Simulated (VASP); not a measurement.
# Al15TeN15 (a cell with a defect) in VASP: a series of runs

Runs on Al15TeN15 (a cell with a defect). Level: HSE06. Tasks: single point.

All numbers are computed with VASP 6.6.1; they aren't measurements. Logs are shortened: lines on timing, memory, paths and dates and some standing lists are left out, and cuts for length are marked.

## Step 1: The cell of the first run

The cell holds a defect, 31 atoms: a = 6.260 Å, b = 6.260 Å, c = 10.035 Å, α = 90.00°, β = 90.00°, γ = 120.00°.

## Step 2: Single point, HSE06

POSCAR

```
Al15TeN15
1.0
    6.2595139128      0.0000000578      0.0000000000
   -3.1297570064      5.4208980350      0.0000000000
    0.0000000000      0.0000000000     10.0348065929
Al Te N
15 1 15
Direct
    0.3307474556      0.1687271658      0.2232216762
    0.3392387059      0.1601714892      0.7493603604
    0.1670586149      0.3319750915      0.9799135016
    0.3309420025      0.6646236764      0.2497161479
    0.1563880970      0.7993580706      0.5068000897
    0.3392602148      0.6595356608      0.7523363916
    0.1675917063      0.8270181043      0.9973001574
    0.8345661907      0.1683098127      0.2499709235
    0.6997870255      0.3427787727      0.5068694347
    0.8403037416      0.1602577276      0.7520239053
    0.6723671722      0.3315017183      0.9972729932
    0.8339805380      0.6660901473      0.2534094669
    0.6618108359      0.8368511724      0.4957859944
    0.8352877231      0.6637436707      0.7511179177
    0.6686020414      0.8306945588      1.0030446458
    0.2696373787      0.2295872793      0.4622034957
    0.1623946424      0.3358349462      0.1718827424
    0.3393588790      0.1598754450      0.9430566607
    0.1730753075      0.3273556006      0.7314955235
    0.3439135393      0.6974850372      0.4302441186
    0.1626037925      0.8264798352      0.1833357800
    0.3424138616      0.6756507037      0.9417146870
    0.1684286382      0.8183665804      0.6977692845
    0.8011070607      0.1547007886      0.4304720784
    0.6735799514      0.3376069576      0.1833026398
    0.8233367350      0.1565074350      0.9412877200
    0.6806414834      0.3304224903      0.6977428413
    0.8299769731      0.6692276723      0.4428439192
    0.6699332979      0.8295738862      0.1886573983
    0.8329521214      0.6658898683      0.9389350265
    0.6712741818      0.8277940979      0.6902058739
```

INCAR.step1

```
SYSTEM = Al15TeN15
PREC = Accurate ; ENCUT = 520
EDIFF = 1E-5 ; ISMEAR = -1
SIGMA = 0.01 ; LREAL = Auto
LASPH = .TRUE. ; NELM = 120
ALGO = Normal ; ISIF = 2
LWAVE = .TRUE. ; LCHARG = .FALSE.
GGA = PE ; NELECT = 128.0
NBANDS = 84 ; GGA_COMPAT = .FALSE.
ISYM = -1
```

INCAR.step2

```
SYSTEM = Al15TeN15
PREC = Accurate ; ENCUT = 520
EDIFF = 1E-6 ; ISMEAR = -1
SIGMA = 0.01 ; LREAL = Auto
LASPH = .TRUE. ; NELM = 120
ALGO = Normal ; ISIF = 2
LWAVE = .FALSE. ; LCHARG = .FALSE.
GGA = PE ; LHFCALC = .TRUE.
HFSCREEN = 0.2079 ; PRECFOCK = Fast
ISTART = 1 ; NELECT = 128.0
NBANDS = 84 ; GGA_COMPAT = .FALSE.
ISYM = -1
```

KPOINTS

```
explicit points
1
Reciprocal
  0.25000000   0.25000000   0.25000000 1
```

Potentials or basis: VASP PAW PBE potentials, release 64 (Al, Te, N).

Run with:

```console
> cat potpaw_PBE.64/Al/POTCAR potpaw_PBE.64/Te/POTCAR potpaw_PBE.64/N/POTCAR > POTCAR
> cp INCAR.step1 INCAR
> mpirun -np 1 vasp_std > vasp.out
> cp INCAR.step2 INCAR
> mpirun -np 1 vasp_std > vasp.out
```

OUTCAR:

```text
SYSTEM = Al15TeN15
   PREC = Accurate
   ENCUT = 520
   EDIFF = 1E-6
   ISMEAR = -1
   LREAL = Auto
   LASPH = .TRUE.
   NELM = 120
   ISIF = 2
   GGA = PE
   LHFCALC = .TRUE.
   HFSCREEN = 0.2079
   PRECFOCK = Fast
   ISTART = 1
   NELECT = 128.0
   ISYM = -1

 ion  position               nearest neighbor table
   1  0.331  0.169  0.223-  17 1.89  21 1.90  25 1.90  16 2.49  11 2.93   7 2.93   3 3.02   4 3.11
                             8 3.12  12 3.14  12 3.15   8 3.17   4 3.17
   2  0.339  0.160  0.749-  19 1.82  27 1.92  23 1.92  18 1.94   3 2.97  16 2.98  11 3.07   7 3.07
                             9 3.12   5 3.12  10 3.12   6 3.13  14 3.13  14 3.13   6 3.13  10 3.14
   3  0.167  0.332  0.980-  22 1.90  18 1.90  26 1.90  17 1.93  19 2.49  10 2.89   6 2.89   2 2.97
                             1 3.02  11 3.10   7 3.10  15 3.14  15 3.14   7 3.17  11 3.17   4 3.25
   4  0.331  0.665  0.250-  20 1.82  21 1.91  29 1.94  17 1.95  13 3.05  15 3.08   5 3.08   7 3.09
                             8 3.11   1 3.11  12 3.12  12 3.14   8 3.15   1 3.17   3 3.25  16 3.33
   5  0.156  0.799  0.507-  20 1.77  28 1.89  23 1.92  16 2.46   9 2.86  14 3.01   6 3.02  13 3.06
                             4 3.08  12 3.09   2 3.12  13 3.22
   6  0.339  0.660  0.752-  19 1.81  23 1.87  22 1.90  31 1.90   3 2.89   5 3.02   7 3.07  15 3.09
                            14 3.09  13 3.11  10 3.12   2 3.13   2 3.13  10 3.14  14 3.17
   7  0.168  0.827  0.997-  22 1.86  21 1.87  18 1.88  30 1.91   1 2.93  14 3.06   6 3.07   2 3.07
                             4 3.09  11 3.10   3 3.10  15 3.13  15 3.14  12 3.14  11 3.16   3 3.17
   8  0.835  0.168  0.250-  24 1.82  25 1.91  29 1.94  17 1.94  13 3.05   9 3.08  15 3.08  11 3.09
                             4 3.11   1 3.12  12 3.12  12 3.14   4 3.15   1 3.17   3 3.25  16 3.32
   9  0.700  0.343  0.507-  24 1.77  28 1.89  27 1.92  16 2.46   5 2.86  14 3.01  10 3.02  13 3.06
                             8 3.08  12 3.09   2 3.12  13 3.22
  10  0.840  0.160  0.752-  19 1.82  27 1.87  26 1.90  31 1.91   3 2.89   9 3.02  11 3.07  15 3.09
                            14 3.09  13 3.11   2 3.12   6 3.12   6 3.14   2 3.14  14 3.17
  11  0.672  0.332  0.997-  26 1.86  25 1.87  18 1.89  30 1.91   1 2.93  14 3.06  10 3.07   2 3.07
                             8 3.09   3 3.10   7 3.10  15 3.12  15 3.14  12 3.15   7 3.16   3 3.17
  12  0.834  0.666  0.253-  29 1.89  28 1.90  25 1.91  21 1.92  13 3.06  15 3.08   5 3.09   9 3.09
                             4 3.12   8 3.12   8 3.14   1 3.14   7 3.14   4 3.14  11 3.15   1 3.15
  13  0.662  0.837  0.496-  24 1.85  20 1.85  28 1.90  31 1.95   8 3.05   4 3.05   5 3.06   9 3.06
                            12 3.06   6 3.11  10 3.11  14 3.18   9 3.22   5 3.22  16 3.36  16 3.36
  14  0.835  0.664  0.751-  31 1.88  30 1.88  23 1.89  27 1.89   9 3.01   5 3.01  11 3.06   7 3.06
                             6 3.09  10 3.09  15 3.11   2 3.13   2 3.13  10 3.17   6 3.17  13 3.18
  15  0.669  0.831  0.003-  29 1.86  26 1.87  22 1.87  30 1.90   4 3.08   8 3.08  12 3.08   6 3.09
                            10 3.09  14 3.11  11 3.12   7 3.13   7 3.14  11 3.14   3 3.14   3 3.14
  16  0.270  0.230  0.462-   9 2.46   5 2.46   1 2.49   2 2.98   8 3.32   4 3.33  13 3.36  13 3.36

  17  0.162  0.336  0.172-   1 1.89   3 1.93   8 1.94   4 1.95
  18  0.339  0.160  0.943-   7 1.88  11 1.89   3 1.90   2 1.94
  19  0.173  0.327  0.731-   6 1.81  10 1.82   2 1.82   3 2.49
  20  0.344  0.697  0.430-   5 1.77   4 1.82  13 1.85
  21  0.163  0.826  0.183-   7 1.87   1 1.90   4 1.91  12 1.92
  22  0.342  0.676  0.942-   7 1.86  15 1.87   3 1.90   6 1.90
  23  0.168  0.818  0.698-   6 1.87  14 1.89   5 1.92   2 1.92
  24  0.801  0.155  0.430-   9 1.77   8 1.82  13 1.85
  25  0.674  0.338  0.183-  11 1.87   1 1.90   8 1.91  12 1.91
  26  0.823  0.157  0.941-  11 1.86  15 1.87  10 1.90   3 1.90
  27  0.681  0.330  0.698-  10 1.87  14 1.89   9 1.92   2 1.92
  28  0.830  0.669  0.443-   5 1.89   9 1.89  13 1.90  12 1.90
  29  0.670  0.830  0.189-  15 1.86  12 1.89   8 1.94   4 1.94
  30  0.833  0.666  0.939-  14 1.88  15 1.90  11 1.91   7 1.91
  31  0.671  0.828  0.690-  14 1.88   6 1.90  10 1.91  13 1.95

IMPORTANT INFORMATION: All symmetrisations will be switched off!
NOSYMM: (Re-)initialisation of all symmetry stuff for point group C_1.

----------------------------------------------------------------------------------------

                                     Primitive cell

  volume of cell :     340.5029

  direct lattice vectors                    reciprocal lattice vectors
     6.259513913  0.000000058  0.000000000     0.159756813  0.092235641  0.000000000
    -3.129757006  5.420898035  0.000000000    -0.000000002  0.184471279  0.000000000
     0.000000000  0.000000000 10.034806593     0.000000000  0.000000000  0.099653141

  length of vectors
     6.259513913  6.259513913 10.034806593     0.184471279  0.184471279  0.099653141

  position of ions in fractional coordinates (direct lattice)
     0.330747456  0.168727166  0.223221676
     0.339238706  0.160171489  0.749360360
     0.167058615  0.331975091  0.979913502
     0.330942003  0.664623676  0.249716148
     0.156388097  0.799358071  0.506800090
     0.339260215  0.659535661  0.752336392
[... 23 lines left out ...]
     0.832952121  0.665889868  0.938935026
     0.671274182  0.827794098  0.690205874

  ion indices of the primitive-cell ions
   primitive index   ion index
                 1           1
                 2           2
                 3           3
                 4           4
                 5           5
                 6           6
[... 23 lines left out ...]
                30          30
                31          31

----------------------------------------------------------------------------------------

 KPOINTS: explicit points

Read explicit list of k-points.

 Found      1 k-points:

 Following reciprocal coordinates:
            Coordinates               Weight
  0.250000  0.250000  0.250000      1.000000
   k-points           NKPTS =      1   k-points in BZ     NKDIM =      1   number of bands    NBANDS=     84
   number of dos      NEDOS =    301   number of ions     NIONS =     31
   total plane-waves  NPLWV = 184320
   dimension x,y,z NGX =    48 NGY =   48 NGZ =   80
   dimension x,y,z NGXF=    96 NGYF=   96 NGZF=  160
   ions per type =              15   1  15
   NGX,Y,Z   is equivalent  to a cutoff of  12.75, 12.75, 13.25 a.u.
   NGXF,Y,Z  is equivalent  to a cutoff of  25.50, 25.50, 26.51 a.u.
 SYSTEM =  Al15TeN15
   PREC   = accura    normal or accurate (medium, high low for compatibility)
   ISTART =      1    job   : 0-new  1-cont  2-samecut
   ICHARG =      0    charge: 1-file 2-atom 10-const
   ISPIN  =      1    spin polarized calculation?
   LNONCOLLINEAR =      F non collinear calculations
   LSORBIT =      F    spin-orbit coupling
   LASPH  =      T    aspherical Exc in radial PAW
   ENCUT  =  520.0 eV  38.22 Ry    6.18 a.u.  11.64 11.64 18.66*2*pi/ulx,y,z
   NELM   =    120;   NELMIN=  2; NELMDL=  0     # of ELM steps
   EDIFF  = 0.1E-05   stopping-criterion for ELM
   LREAL  =      T    real-space projection
   EDIFFG = 0.1E-04   stopping-criterion for IOM
   NSW    =      0    number of steps for IOM
   IBRION =     -1    ionic relax: 0-MD 1-quasi-New 2-CG
   NFREE  =      0    steps in history (QN), initial steepest desc. (CG)
   ISIF   =      2    stress and relaxation
   ISYM   =     -1    0-nonsym 1-usesym 2-fastsym
   POTIM  = 0.5000    time-step for ionic-motion
   TEBEG  =    0.0;   TEEND  =   0.0 temperature during run
   PSTRESS=    0.0 pullay stress
   NELECT =     128.0000    total number of electrons
   NUPDOWN=      -1.0000    fix difference up-down
   EMIN   =  10.00;   EMAX   =-10.00  energy-range for DOS
   EFERMI =   0.00;   METHOD = LEGACY
   ISMEAR =    -1;   SIGMA  =   0.01  broadening in eV -4-tet -1-fermi 0-gaus
   EFERMI_NEDOS =   21; number of points for ismear=-14 and -15
   IALGO  =     38    algorithm
   IMIX   =      1    mixing-type and parameters
     AMIX     =   0.40;   BMIX     =  1.00
     AMIX_MAG =   1.60;   BMIX_MAG =  1.00
  volume/ion in A,a.u.               =      10.98        74.12
  Fermi-wavevector in a.u.,A,eV,Ry     =   1.181511  2.232733 18.993310  1.395969
  Thomas-Fermi vector in A             =   2.317783
   LORBIT       =      0    0 simple, 1 ext, 2 COOP (PROOUT), +10 PAW based schemes
   GGA     = PE    functional components
   LHFCALC =     T    Hartree Fock is set to
   PRECFOCK=fast      Normal, Fast or Accurate (Low or Medium for compatibility)
   ENCUT4O =  -1.0   cutoff for four orbital integrals eV
   NKREDX  =     1    reduce k-point grid by
   NKREDY  =     1    reduce k-point grid by
   NKREDZ  =     1    reduce k-point grid by
   AEXX    =    0.2500 exact exchange contribution
   HFSCREEN=    0.2079 screening length (either q_TF or 0.3 A-1)
   HFSCREENC=   0.2079 screening length for correlation (either q_TF or 0.3 A-1)
   ENCUTFOCK=  -1.0 apply spherical cutoff to Coloumb kernel
   IVDW    =     0    specifies the selected vdW correction
   LEPSILON=     F    determine dielectric tensor
   LRPA    =     F    only Hartree local field effects (RPA)
 non-spin polarized calculation
  energy-cutoff  :      520.00
  volume of cell :      340.50
 maximum number of plane-waves:      9148
 NGX is ok and might be reduce to    48
  NGX = 24; NGY = 24; NGZ = 40

 number of electron     127.9999997 magnetization

 Free energy of the ion-electron system (eV)
  ---------------------------------------------------
  ext. energy  EPLUGINS =         0.00000000
  ---------------------------------------------------
  free energy    TOTEN  =      -247.70350159 eV

  energy without entropy =     -247.70350159  energy(sigma->0) =     -247.70350159

 E-fermi :   7.9581     XC(G=0):  -9.0289

 val. band max:        7.6866712089   @ k =   0.2500   0.2500   0.2500
 cond. band min:      11.8752340770   @ k =   0.2500   0.2500   0.2500
 fundamental gap:      4.1885628680
 Fermi energy:         7.9581068585

 k-point     1 :       0.2500    0.2500    0.2500
  band No.  band energies     occupation
      1     -11.0658      2.00000
      2     -10.4916      2.00000
      3     -10.3943      2.00000
      4     -10.2984      2.00000
      5      -9.9154      2.00000
      6      -9.7506      2.00000
[... 68 lines left out ...]
     75      13.6830      0.00000
     76      13.8261      0.00000
 [bands above 76 left out]

------------------------ aborting loop because EDIFF is reached ----------------------------------------

  FORCE on cell =-STRESS in cart. coord.  units (eV):
  Direction    XX          YY          ZZ          XY          YZ          ZX
  --------------------------------------------------------------------------------------
  -------------------------------------------------------------------------------------
  Total       28.9135318     20.1991761     36.0019152     -7.6354933     -1.4122684      3.2472520
  in kB      136.0475956     95.0437103    169.4007510    -35.9274858     -6.6451834     15.2793797
  external PRESSURE =     133.4973523 kB  Pullay stress =       0.0000000 kB

 VOLUME and BASIS-vectors are now :
 -----------------------------------------------------------------------------
  energy-cutoff  :      520.00
  volume of cell :      340.50
      direct lattice vectors                 reciprocal lattice vectors
     6.259513913  0.000000058  0.000000000     0.159756813  0.092235641  0.000000000
    -3.129757006  5.420898035  0.000000000    -0.000000002  0.184471279  0.000000000
     0.000000000  0.000000000 10.034806593     0.000000000  0.000000000  0.099653141

 POSITION                                       TOTAL-FORCE (eV/Angst)
 -----------------------------------------------------------------------------------
      1.54224      0.91465      2.23999        -0.034010      0.023896     -0.005119
      1.62217      0.86827      7.51969        -0.071217      0.042354      0.080569
      0.00670      1.79960      9.83324         0.009271     -0.003405      0.025541
     -0.00857      3.60286      2.50585        -0.004906      0.032707      0.075943
     -1.52288      4.33324      5.08564         0.044616      0.008011     -0.038415
      0.05942      3.57528      7.54955        -0.013488     -0.059959      0.048342
[... 23 lines left out ...]
      3.12980      3.60972      9.42203         0.007698     -0.002112     -0.023396
      1.61106      4.48739      6.92608        -0.005377      0.003947      0.033452
 -----------------------------------------------------------------------------------
    total drift:                                0.003912      0.003647      0.010659

  FREE ENERGIE OF THE ION-ELECTRON SYSTEM (eV)
  ---------------------------------------------------
  free  energy   TOTEN  =      -247.7035015853 eV

  energy  without entropy=     -247.7035015853  energy(sigma->0) =     -247.70350159
```

Wall time 6.8 min (1 thread of Intel Xeon Platinum 8375C at 2.90GHz (Ice Lake), shared host); peak memory 0.58 GiB.

What came out:

- Free energy: -247.7035 eV
- Largest force: 0.205 eV/Å

Forces in eV/Å, atoms in the order of the input:
```
Al  -0.034  0.024 -0.005
Al  -0.071  0.042  0.081
Al   0.009 -0.003  0.026
Al  -0.005  0.033  0.076
Al   0.045  0.008 -0.038
Al  -0.013 -0.060  0.048
Al   0.025  0.006  0.030
Al  -0.033 -0.010  0.072
Al   0.017 -0.043 -0.040
Al   0.042  0.043  0.050
Al   0.004 -0.024  0.032
Al  -0.015  0.005  0.004
Al  -0.030  0.018 -0.051
Al   0.003 -0.001  0.030
Al  -0.018  0.008  0.026
Te   0.141 -0.083 -0.124
N    0.055 -0.026  0.017
N   -0.012  0.005 -0.006
N    0.010 -0.008  0.125
N   -0.060  0.072 -0.034
N   -0.002  0.048 -0.057
N   -0.025 -0.026 -0.025
N    0.010 -0.014 -0.032
N   -0.092  0.018 -0.038
N   -0.041 -0.030 -0.056
N    0.011  0.033 -0.020
N    0.018  0.001 -0.032
N    0.045 -0.026 -0.004
N    0.014 -0.010 -0.064
N    0.008 -0.002 -0.023
N   -0.005  0.004  0.033
```

Levels at points of the mesh, in eV from the Fermi level:
| k point | band 61 | band 62 | band 63 | band 64 | band 65 | band 66 | band 67 | band 68 |
| --- | --- | --- | --- | --- | --- | --- | --- | --- |
| (0.25, 0.25, 0.25) | -2.72 | -1.86 | -1.51 | -0.27 | 3.92 | 4.53 | 4.62 | 4.75 |

Caveat: the cell carries a net charge on a neutralising background, which shifts energy and pressure; the cell is charged against a uniform background, so pressure and absolute levels hang on convention; the PAW data sets were made with another functional, which shifts forces and pressure a little; spin-orbit coupling is left out, which moves the levels of the heavy elements.

## Step 3: Single point, HSE06

POSCAR

```
Al15TeN15
1.0
    6.2595139128      0.0000000578      0.0000000000
   -3.1297570064      5.4208980350      0.0000000000
    0.0000000000      0.0000000000     10.0348065929
Al Te N
15 1 15
Direct
    0.3198051942      0.1726949784      0.2183875984
    0.3410254372      0.1542417900      0.7527546165
    0.1636259990      0.3332946430      0.9904095679
    0.3312570331      0.6708052359      0.2474216655
    0.1501107600      0.8001840016      0.5114932089
    0.3405815118      0.6545694514      0.7492308066
    0.1656412829      0.8248002865      0.9968354671
    0.8261854794      0.1646906014      0.2476075233
    0.6984162173      0.3469064697      0.5116224443
    0.8413603161      0.1551957463      0.7492291610
    0.6701830271      0.3295992961      0.9971750877
    0.8296262919      0.6650799286      0.2506664975
    0.6677408741      0.8303162124      0.5004971156
    0.8357120011      0.6591294223      0.7544979157
    0.6674341606      0.8289869104      1.0000844980
    0.2519634046      0.2447366890      0.4671184245
    0.1542791585      0.3413196140      0.1767704296
    0.3331611279      0.1623385765      0.9433694972
    0.1764110852      0.3195936781      0.6996792691
    0.3455761183      0.6914237634      0.4347872803
    0.1613101522      0.8305334516      0.1860581535
    0.3373855063      0.6673891657      0.9374672665
    0.1690332698      0.8148379196      0.6977767122
    0.8148894718      0.1556260385      0.4358703875
    0.6624893255      0.3314892150      0.1872026233
    0.8293009191      0.1596217585      0.9375761321
    0.6800632670      0.3254862480      0.6976225088
    0.8310163747      0.6653964448      0.4408455220
    0.6659760413      0.8305300274      0.1879159532
    0.8317436652      0.6630194281      0.9411176556
    0.6731710945      0.8226200149      0.6896152848
```

INCAR.step1

```
PREC = Accurate
ENCUT = 520
EDIFF = 1E-5
ISMEAR = -1
SIGMA = 0.01
LREAL = Auto
LASPH = T
NELM = 120
ALGO = Normal
ISIF = 2
LWAVE = T
LCHARG = F
NBANDS = 84
GGA = PE
GGA_COMPAT = F
ISYM = -1
```

INCAR.step2

```
PREC = Accurate
ENCUT = 520
EDIFF = 1E-6
ISMEAR = -1
SIGMA = 0.01
LREAL = Auto
LASPH = T
NELM = 120
ALGO = Normal
ISIF = 2
LWAVE = F
LCHARG = F
GGA = PE
LHFCALC = T
HFSCREEN = 0.2079
PRECFOCK = Fast
NBANDS = 84
ISTART = 1
GGA_COMPAT = F
ISYM = -1
```

KPOINTS is that of step 2.

Potentials or basis: VASP PAW PBE potentials, release 64 (Al, Te, N).

Run with:

```console
> cat potpaw_PBE.64/Al/POTCAR potpaw_PBE.64/Te/POTCAR potpaw_PBE.64/N/POTCAR > POTCAR
> cp INCAR.step1 INCAR
> mpirun -np 1 vasp_std > vasp.out
> cp INCAR.step2 INCAR
> mpirun -np 1 vasp_std > vasp.out
```

It took 6.9 min on 1 thread of Intel Xeon Platinum 8375C at 2.90GHz (Ice Lake), shared host; peak memory 0.59 GiB.

It converged, with:

```
Free energy            : -263.5932 eV
Pressure               : -0.5 GPa
Largest force          : 0.169 eV/Å
Band gap on the k mesh : 1.62 eV
```

Forces in eV/Å, atoms in the order of the input:
```
Al  -0.020  0.023 -0.084
Al  -0.086  0.049  0.073
Al  -0.011 -0.002  0.009
Al  -0.014  0.024 -0.028
Al  -0.024 -0.078  0.085
Al  -0.022 -0.060  0.058
Al   0.012  0.005  0.010
Al  -0.032  0.003 -0.039
Al   0.050  0.072  0.096
Al   0.046  0.052  0.072
Al   0.008 -0.021  0.016
Al  -0.004 -0.004 -0.039
Al  -0.006 -0.010  0.022
Al   0.001  0.001  0.057
Al  -0.013  0.013  0.007
Te  -0.149  0.049  0.063
N    0.077 -0.041  0.004
N    0.014 -0.006  0.001
N    0.048 -0.022 -0.107
N    0.038 -0.049  0.009
N    0.009  0.040 -0.009
N   -0.018 -0.013  0.003
N    0.006  0.010 -0.113
N    0.087 -0.011  0.007
N   -0.023 -0.006 -0.013
N   -0.006  0.010 -0.003
N   -0.004  0.000 -0.112
N    0.032 -0.022  0.028
N    0.001 -0.006  0.011
N    0.006 -0.003 -0.042
N   -0.001  0.002 -0.041
```

Stress tensor (GPa, compression positive):
```
-2.35 -1.85  3.23
-1.85 -4.41 -1.59
 3.23 -1.59  5.15
```

Levels at points of the mesh, in eV from the valence-band top:
| k point | band 61 | band 62 | band 63 | band 64 | band 65 | band 66 |
| --- | --- | --- | --- | --- | --- | --- |
| (0.25, 0.25, 0.25) | -1.98 | -0.90 | 0.00 | 1.62 | 5.12 | 5.73 |

Caveat: the PAW data sets were made with another functional, which shifts forces and pressure a little; spin-orbit coupling is left out, which moves the levels of the heavy elements.
